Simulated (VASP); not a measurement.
# Si (a cell with a defect) in VASP: notebook

Si (a cell with a defect) is run at these levels: PBEsol; tasks: single point.

Program: VASP 6.6.1. These are calculated values, not measurements. Logs are shortened: lines on timing, memory, paths and dates and some standing lists are left out, and cuts for length are marked.

### 1 The cell of the first run

The cell holds a defect, 31 atoms: a = 9.412 Å, b = 9.412 Å, c = 9.412 Å, α = 109.47°, β = 109.47°, γ = 109.47°.

### 2 Single point, PBEsol

The input, INCAR:

```
PREC = Accurate
ENCUT = 520
EDIFF = 1E-6
ISMEAR = 0
SIGMA = 0.02
LREAL = Auto
LASPH = T
NELM = 80
ALGO = Normal
ISIF = 2
LWAVE = F
LCHARG = T
GGA = PS
LELF = T
LVHAR = T
NBANDS = 83
```

The input, KPOINTS:

```
Automatic mesh
0
Gamma
  2 2 2
  0.5 0.5 0.5
```

The input, POSCAR:

```
Si
1.0
   -5.4338342764      5.4338342764     -5.4338342764
    5.4338342764     -5.4338342764     -5.4338342764
   -5.4338342764     -5.4338342764      5.4338342764
Si
31
Direct
    0.4999998826      0.0000002760      0.1647201505
    0.2563153253      0.9999999491      0.4942495232
    0.9980776417      1.0000000411      0.7512290203
    0.7481716948      0.7497942139      0.2494613253
    0.7369058010      0.9999999491      1.0105661529
    0.5000000666      0.7563154839      0.4942494311
    0.2630940561      0.7630941227      0.7736604184
    0.0019223994      0.5019222820      0.2531513532
    1.0016225603      0.7518283209      1.0012899222
    0.7502059858      0.4983777315      0.4996674285
    0.5000000666      0.4980775751      0.7512291123
    0.2497939633      0.2481717203      0.2494616013
    0.2518283463      0.5016224017      0.0012897891
    0.9983774300      0.2502057352      0.4996670605
    0.7436845319      0.2436844653      0.7379340804
    0.4999997905      0.2369055504      0.0105664798
    0.7345898489      0.2345899663      0.4729721904
    0.4999999746      0.2440395552      0.7557964213
    0.2507115474      0.2493311226      0.0013042356
    0.0029395449     -0.0000000920      0.4987957604
   -0.0013807929      0.2492880591      0.2505921106
    0.7440398979     -0.0000000920      0.7557965133
    0.2559603273      0.7559603019      0.5117566820
    0.2654101002      0.0000001840      0.2383825921
    0.0013807009      0.7506690106      0.7519731542
    0.7493312812      0.7507117981      0.0013039595
    0.5000000666      0.5029395195      0.4987959445
    0.5000000666      0.7654102588      0.2383821320
    0.2506688520      0.5013804915      0.7519729701
   -0.0029393609      0.4970604296     -0.0041436670
    0.7492884017      0.4986194577      0.2505925707
```

Potentials or basis: VASP PAW PBE potentials, release 64 (Si).

Launch:

```
cat potpaw_PBE.64/Si/POTCAR > POTCAR
mpirun -np 1 vasp_std > vasp.out
```

OUTCAR:

```text
PREC = Accurate
   ENCUT = 520
   EDIFF = 1E-6
   ISMEAR = 0
   LREAL = Auto
   LASPH = T
   NELM = 80
   ISIF = 2
   GGA = PS

 ion  position               nearest neighbor table
   1  0.500  0.000  0.165-  17 2.53  24 2.53  28 2.53  16 3.04   7 3.04   5 3.04
   2  0.256  1.000  0.494-  23 2.36  18 2.36  20 2.40  24 2.44
   3  0.998  0.000  0.751-  19 2.36  25 2.36  20 2.39  22 2.41
   4  0.748  0.750  0.249-  26 2.34  28 2.36  20 2.37  31 2.37
   5  0.737  1.000  0.011-  21 2.36  26 2.36  22 2.42   1 3.04
   6  0.500  0.756  0.494-  23 2.36  22 2.36  27 2.40  28 2.44
   7  0.263  0.763  0.774-  25 2.36  29 2.36  23 2.42   1 3.04
[... 22 lines left out ...]
  30  0.997  0.497  0.996-  13 2.37   9 2.37   8 2.39  15 2.40
  31  0.749  0.499  0.251-  10 2.34   8 2.36  16 2.36   4 2.37

  LATTYP: Found a body centered cubic cell.
 ALAT       =    10.8676685528

  Lattice vectors:

 A1 = (  -5.4338342764,   5.4338342764,  -5.4338342764)
 A2 = (   5.4338342764,  -5.4338342764,  -5.4338342764)
 A3 = (  -5.4338342764,  -5.4338342764,   5.4338342764)

Analysis of symmetry for initial positions (statically):
=====================================================================
 Subroutine PRICEL returns:
 Original cell was already a primitive cell.

 Routine SETGRP: Setting up the symmetry group for a
 body centered cubic supercell.

 Subroutine GETGRP returns: Found  6 space group operations
 (whereof  2 operations were pure point group operations)
 out of a pool of 48 trial point group operations.

The static configuration has the point symmetry C_1h.
 The point group associated with its full space group is C_3v.

Analysis of symmetry for dynamics (positions and initial velocities):
=====================================================================
 Subroutine PRICEL returns:
 Original cell was already a primitive cell.

 Routine SETGRP: Setting up the symmetry group for a
 body centered cubic supercell.

 Subroutine GETGRP returns: Found  6 space group operations
 (whereof  2 operations were pure point group operations)
 out of a pool of 48 trial point group operations.

The dynamic configuration has the point symmetry C_1h.
 The point group associated with its full space group is C_3v.

 Subroutine INISYM returns: Found  6 space group operations
 (whereof  2 operations are pure point group operations),
 and found     1 'primitive' translations

----------------------------------------------------------------------------------------

                                     Primitive cell

  volume of cell :     641.7696

  direct lattice vectors                    reciprocal lattice vectors
    -5.433834276  5.433834276 -5.433834276    -0.092016056  0.000000000 -0.092016056
     5.433834276 -5.433834276 -5.433834276     0.000000000 -0.092016056 -0.092016056
    -5.433834276 -5.433834276  5.433834276    -0.092016056 -0.092016056  0.000000000

  length of vectors
     9.411677047  9.411677047  9.411677047     0.130130355  0.130130355  0.130130355

  position of ions in fractional coordinates (direct lattice)
     0.499999883  0.000000276  0.164720151
     0.256315325  0.999999949  0.494249523
     0.998077642  0.000000041  0.751229020
     0.748171695  0.749794214  0.249461325
     0.736905801  0.999999949  0.010566153
     0.500000067  0.756315484  0.494249431
[... 23 lines left out ...]
     0.997060639  0.497060430  0.995856333
     0.749288402  0.498619458  0.250592571

  ion indices of the primitive-cell ions
   primitive index   ion index
                 1           1
                 2           2
                 3           3
                 4           4
                 5           5
                 6           6
[... 23 lines left out ...]
                30          30
                31          31

----------------------------------------------------------------------------------------

 KPOINTS: Automatic mesh

Automatic generation of k-mesh.
 Grid dimensions read from file:
 generate k-points for:    2    2    2

 Generating k-lattice:

  Cartesian coordinates                     Fractional coordinates (reciprocal lattice)
    -0.046008028  0.000000000 -0.046008028     0.500000000  0.000000000  0.000000000
     0.000000000 -0.046008028 -0.046008028     0.000000000  0.500000000  0.000000000
    -0.046008028 -0.046008028  0.000000000     0.000000000  0.000000000  0.500000000

  Length of vectors
     0.065065177  0.065065177  0.065065177

  Shift w.r.t. Gamma in fractional coordinates (k-lattice)
     0.500000000  0.500000000  0.500000000

 Subroutine IBZKPT returns following result:
 ===========================================

 Found      2 irreducible k-points:

 Following reciprocal coordinates:
            Coordinates               Weight
  0.250000  0.250000  0.250000      2.000000
 -0.250000  0.250000  0.250000      6.000000
   k-points           NKPTS =      2   k-points in BZ     NKDIM =      2   number of bands    NBANDS=     83
   number of dos      NEDOS =    301   number of ions     NIONS =     31
   total plane-waves  NPLWV = 343000
   dimension x,y,z NGX =    70 NGY =   70 NGZ =   70
   dimension x,y,z NGXF=   140 NGYF=  140 NGZF=  140
   ions per type =              31
   NGX,Y,Z   is equivalent  to a cutoff of  12.36, 12.36, 12.36 a.u.
   NGXF,Y,Z  is equivalent  to a cutoff of  24.73, 24.73, 24.73 a.u.
 SYSTEM =  unknown system
   PREC   = accura    normal or accurate (medium, high low for compatibility)
   ISTART =      0    job   : 0-new  1-cont  2-samecut
   ICHARG =      2    charge: 1-file 2-atom 10-const
   ISPIN  =      1    spin polarized calculation?
   LNONCOLLINEAR =      F non collinear calculations
   LSORBIT =      F    spin-orbit coupling
   LASPH  =      T    aspherical Exc in radial PAW
   ENCUT  =  520.0 eV  38.22 Ry    6.18 a.u.  17.50 17.50 17.50*2*pi/ulx,y,z
   NELM   =     80;   NELMIN=  2; NELMDL= -5     # of ELM steps
   EDIFF  = 0.1E-05   stopping-criterion for ELM
   LREAL  =      T    real-space projection
   EDIFFG = 0.1E-04   stopping-criterion for IOM
   NSW    =      0    number of steps for IOM
   IBRION =     -1    ionic relax: 0-MD 1-quasi-New 2-CG
   NFREE  =      0    steps in history (QN), initial steepest desc. (CG)
   ISIF   =      2    stress and relaxation
   ISYM   =      2    0-nonsym 1-usesym 2-fastsym
   POTIM  = 0.5000    time-step for ionic-motion
   TEBEG  =    0.0;   TEEND  =   0.0 temperature during run
   PSTRESS=    0.0 pullay stress
   NELECT =     124.0000    total number of electrons
   NUPDOWN=      -1.0000    fix difference up-down
   EMIN   =  10.00;   EMAX   =-10.00  energy-range for DOS
   EFERMI =   0.00;   METHOD = LEGACY
   ISMEAR =     0;   SIGMA  =   0.02  broadening in eV -4-tet -1-fermi 0-gaus
   EFERMI_NEDOS =   21; number of points for ismear=-14 and -15
   IALGO  =     38    algorithm
   IMIX   =      4    mixing-type and parameters
     AMIX     =   0.40;   BMIX     =  1.00
     AMIX_MAG =   1.60;   BMIX_MAG =  1.00
  volume/ion in A,a.u.               =      20.70       139.71
  Fermi-wavevector in a.u.,A,eV,Ry     =   0.946431  1.788495 12.187172  0.895732
  Thomas-Fermi vector in A             =   2.074428
   LORBIT       =      0    0 simple, 1 ext, 2 COOP (PROOUT), +10 PAW based schemes
   GGA     = PS    functional components
   LHFCALC =     F    Hartree Fock is set to
   AEXX    =    0.0000 exact exchange contribution
   IVDW    =     0    specifies the selected vdW correction
   LEPSILON=     F    determine dielectric tensor
   LRPA    =     F    only Hartree local field effects (RPA)
 non-spin polarized calculation
 Gauss-broadening in eV      SIGMA  =   0.02
  energy-cutoff  :      520.00
  volume of cell :      641.77
 maximum number of plane-waves:     17304
 NGX is ok and might be reduce to    70
   NGX = 35   NGY = 35   NGZ = 35

 number of electron     123.9999999 magnetization

 Free energy of the ion-electron system (eV)
  ---------------------------------------------------
  ext. energy  EPLUGINS =         0.00000000
  ---------------------------------------------------
  free energy    TOTEN  =      -174.08246748 eV

  energy without entropy =     -174.07475436  energy(sigma->0) =     -174.07861092

 E-fermi :   5.4900     XC(G=0):  -9.4602

 val. band max:        5.2509599201   @ k =  -0.2500   0.2500   0.2500
 cond. band min:       5.4961207408   @ k =  -0.2500   0.2500   0.2500
 fundamental gap:      0.2451608207
 Fermi energy:         5.4900293369

 k-point     1 :       0.2500    0.2500    0.2500
  band No.  band energies     occupation
      1      -5.5734      2.00000
      2      -5.5733      2.00000
      3      -5.5266      2.00000
      4      -5.3735      2.00000
      5      -3.7408      2.00000
      6      -3.7408      2.00000
[... 66 lines left out ...]
     73       7.0779      0.00000
     74       7.1612      0.00000

 k-point     2 :      -0.2500    0.2500    0.2500
  band No.  band energies     occupation
      1      -6.0416      2.00000
      2      -5.0673      2.00000
      3      -5.0184      2.00000
      4      -4.9898      2.00000
      5      -4.8917      2.00000
      6      -4.2111      2.00000
[... 66 lines left out ...]
     73       7.8104      0.00000
     74       7.8880      0.00000
 [bands above 74 left out]

------------------------ aborting loop because EDIFF is reached ----------------------------------------

  FORCE on cell =-STRESS in cart. coord.  units (eV):
  Direction    XX          YY          ZZ          XY          YZ          ZX
  --------------------------------------------------------------------------------------
  -------------------------------------------------------------------------------------
  Total      -11.2237845    -11.2237845    -11.2237845     -3.6393657      3.6393657      3.6393657
  in kB      -28.0201685    -28.0201685    -28.0201685     -9.0856735      9.0856735      9.0856735
  external PRESSURE =     -28.0201685 kB  Pullay stress =       0.0000000 kB

 VOLUME and BASIS-vectors are now :
 -----------------------------------------------------------------------------
  energy-cutoff  :      520.00
  volume of cell :      641.77
      direct lattice vectors                 reciprocal lattice vectors
    -5.433834276  5.433834276 -5.433834276    -0.092016056  0.000000000 -0.092016056
     5.433834276 -5.433834276 -5.433834276     0.000000000 -0.092016056 -0.092016056
    -5.433834276 -5.433834276  5.433834276    -0.092016056 -0.092016056  0.000000000

 POSITION                                       TOTAL-FORCE (eV/Angst)
 -----------------------------------------------------------------------------------
     -3.61198      1.82185     -1.82186        -0.196009     -0.196009      0.196009
      1.35539     -6.72673     -4.14094         0.009232      0.003983     -0.003983
     -9.50544      1.34133     -1.34133         0.004373      0.010620     -0.010620
     -1.34672     -1.36435     -6.78417         0.003585      0.008087      0.000436
      1.37220     -1.48702     -9.38064         0.011611      0.030701     -0.030701
     -1.29289     -4.07844     -4.14094         0.003983      0.009232     -0.003983
[... 23 lines left out ...]
     -8.12824     -2.69440     -2.70749         0.007699      0.007699     -0.008223
     -2.72377      0.00041     -5.41925         0.005186      0.000171     -0.008235
 -----------------------------------------------------------------------------------
    total drift:                               -0.013612     -0.015018      0.013821

  FREE ENERGIE OF THE ION-ELECTRON SYSTEM (eV)
  ---------------------------------------------------
  free  energy   TOTEN  =      -174.0824674751 eV

  energy  without entropy=     -174.0747543591  energy(sigma->0) =     -174.07861092
```

Wall time 5.6 min (1 thread of AMD EPYC 7R13, shared host); peak memory 0.62 GiB.

What came out:

```yaml
Free_energy: -174.0825 eV
Pressure: -2.8 GPa
Largest_force: 0.339 eV/Å
Band_gap_on_the_k_mesh: zero (band 62 reaches 5.71 eV, above the bottom of band 63 at 5.50 eV)
```

Forces on the atoms (eV/Å):
```
Si  -0.196 -0.196  0.196
Si   0.009  0.004 -0.004
Si   0.004  0.011 -0.011
Si   0.004  0.008  0.000
Si   0.012  0.031 -0.031
Si   0.004  0.009 -0.004
Si   0.031  0.031 -0.012
Si   0.011  0.011 -0.004
Si   0.008  0.000 -0.004
Si   0.000  0.004 -0.008
Si   0.011  0.004 -0.011
Si   0.008  0.004  0.000
Si   0.000  0.008 -0.004
Si   0.004  0.000 -0.008
Si   0.004  0.004 -0.009
Si   0.031  0.012 -0.031
Si  -0.012 -0.012  0.001
Si   0.014  0.004 -0.014
Si   0.008  0.000 -0.005
Si   0.008  0.008 -0.008
Si   0.000  0.005 -0.008
Si   0.004  0.014 -0.014
Si   0.014  0.014 -0.004
Si  -0.001 -0.012  0.012
Si   0.008  0.005  0.000
Si   0.000  0.008 -0.005
Si   0.008  0.008 -0.008
Si  -0.012 -0.001  0.012
Si   0.005  0.008  0.000
Si   0.008  0.008 -0.008
Si   0.005  0.000 -0.008
```

Stress tensor (GPa, compression positive):
```
-2.80 -0.91  0.91
-0.91 -2.80  0.91
 0.91  0.91 -2.80
```

Caveat: the k points lie up to 0.41 Å⁻¹ apart; the PAW data sets were made with another functional, which shifts forces and pressure a little.

(Part 1 of 2 ends here.)
